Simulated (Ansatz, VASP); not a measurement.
# One calculation of In, two programs

The input INCAR:

```
  PREC = Accurate
  ENCUT = 520
  EDIFF = 1E-6
  ISMEAR = -1
  SIGMA = 0.1
  LREAL = False
  LASPH = True
  NELM = 100
  ALGO = Normal
  ISIF = 2
  LWAVE = False
  LCHARG = True
  GGA = PE
  LELF = True
  LVHAR = True
  NBANDS = 20
```

The input KPOINTS:

```
Automatic mesh
0
Gamma
  12 12 7
```

POSCAR

```
In
1.0
    3.4884173904      0.0000000000      0.0000000000
   -1.7442086952      3.0210580791      0.0000000000
    0.0000000000      0.0000000000      5.6696097594
In
2
Direct
    0.3333333333      0.6666666667      0.2500000000
    0.6666666667      0.3333333333      0.7500000000
```

Input for Ansatz:

```yaml
crystal:
  lattice:
    - [3.4884173904, 0.0, 0.0]
    - [-1.7442086952, 3.0210580791, 0.0]
    - [0.0, 0.0, 5.6696097594]
  atoms:
    - { symbol: In, position: [0.3333333333, 0.6666666667, 0.25] }
    - { symbol: In, position: [0.6666666667, 0.3333333333, 0.75] }
hamiltonian:
  xc: pbe
  pseudopotentials:
    kind: paw
    azcp:
      In: "pseudopotentials/In.paw.azcp"
basis:
  ecutwfc: 420
  fft_grid_basis: typed
kpoints:
  mp_grid: { grid: [12, 12, 7], shift: [0, 0, 0] }
magnetization:
  spin_polarized: false
scf:
  occupations: { method: fermi_dirac, width: 0.1 }
  lower_state_search: "off"
output:
  stress: true
```

Alike in both runs: task single point; functional PBE; k mesh 12 × 12 × 7; occupations fermi-dirac, width 0.1 eV; no spin polarisation.

|  | VASP | Ansatz |
| --- | --- | --- |
| version | VASP 6.6.1 | Ansatz 0.2.0 |
| potentials or method | VASP PAW PBE potentials, release 64 (In_d), cutoff 520 eV | plane waves (420 eV) with PAW, scalar-relativistic |
| valence electrons in the cell | 26 | 26 |

Ansatz gave:

| Item | Value |
| --- | --- |
| pressure (GPa) | -2.1 |
| traceless stress, the component that is largest in VASP (GPa) | -0.40 |

**Question.** Which values does VASP return?

**Answer.** Pressure (GPa): -2.2; traceless stress, the component that is largest in VASP (GPa): -0.41.

The functional is the same, so the differences come from potentials, cutoffs and numerics.
